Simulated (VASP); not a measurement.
Input of a VASP 6.6.1 run:

File INCAR:

```
SYSTEM = ZnS
ALGO = Normal ; EDIFF = 1E-6
ENCUT = 520 ; GGA = PE
ISIF = 2 ; ISMEAR = 0
LASPH = .TRUE. ; LCHARG = .FALSE.
LREAL = .FALSE. ; LWAVE = .FALSE.
NBANDS = 26 ; NELM = 60
PREC = Accurate ; SIGMA = 0.05
```

The input KPOINTS:

```
k-points
0
G
  9 9 4
  0 0 0
```

POSCAR

```
ZnS
1.0
    3.7944128042      0.0000000000      0.0000000000
   -1.8972064021      3.2860578809      0.0000000000
    0.0000000000      0.0000000000      6.3037246812
Zn S
2 2
Direct
    0.2993460745      0.6666666667      0.0052003729
    0.7006539255      0.3333333333      0.5052003729
    0.3607984271      0.6666666667      0.3797996271
    0.6392015729      0.3333333333      0.8797996271
```

Potentials or basis: VASP PAW PBE potentials, release 64 (Zn, S).

Run with:

```console
$ cat potpaw_PBE.64/Zn/POTCAR potpaw_PBE.64/S/POTCAR > POTCAR
$ mpirun -np 1 vasp_std > vasp.out
```

**Question.** What does it give for the pressure?

**Answer.** 2.0 GPa.

**Question.** Predict the largest force.

**Answer.** 0.218 eV/Å.

Forces on the atoms (eV/Å):
```
Zn   0.175  0.012  0.128
Zn  -0.175 -0.012  0.128
S   -0.040  0.008 -0.128
S    0.040 -0.008 -0.128
```
